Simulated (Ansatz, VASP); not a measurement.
Two plane-wave programs on Mg

```xyz
4
Lattice="3.0472 0.0000 0.0000 -1.5236 2.6389 0.0000 0.0000 0.0000 9.9046" Properties=species:S:1:pos:R:3 pbc="T T T"
Mg    0.0000    0.0000    0.0000
Mg   -1.5236    2.6389    4.9523
Mg    0.0000    1.7593    2.4762
Mg    1.5236    0.8796    7.4285
```

Alike in both runs: task single point; functional r2SCAN; k mesh 13 × 13 × 4; occupations fermi-dirac, width 0.1 eV; no spin polarisation.

|  | VASP | Ansatz |
| --- | --- | --- |
| version | VASP 6.6.1 | Ansatz 0.2.0 |
| potentials or method | VASP PAW PBE potentials, release 64 (Mg), cutoff 520 eV | plane waves (500 eV) with PAW, scalar-relativistic |
| valence electrons in the cell | 8 | 40 |

```tsv
	VASP	Ansatz	Ansatz less VASP
pressure (GPa)	6.2	6.5	+0.30
traceless stress, the component that is largest in VASP (GPa)	-0.19	-0.19	0.000
```

VASP's potentials were made for PBE, not for r2SCAN. With one functional, cell and mesh, what is left measures potentials, basis and numerics. VASP's potentials hold 8 valence electrons a cell and Ansatz's 40, so a difference there can come from the potentials and not from the codes.
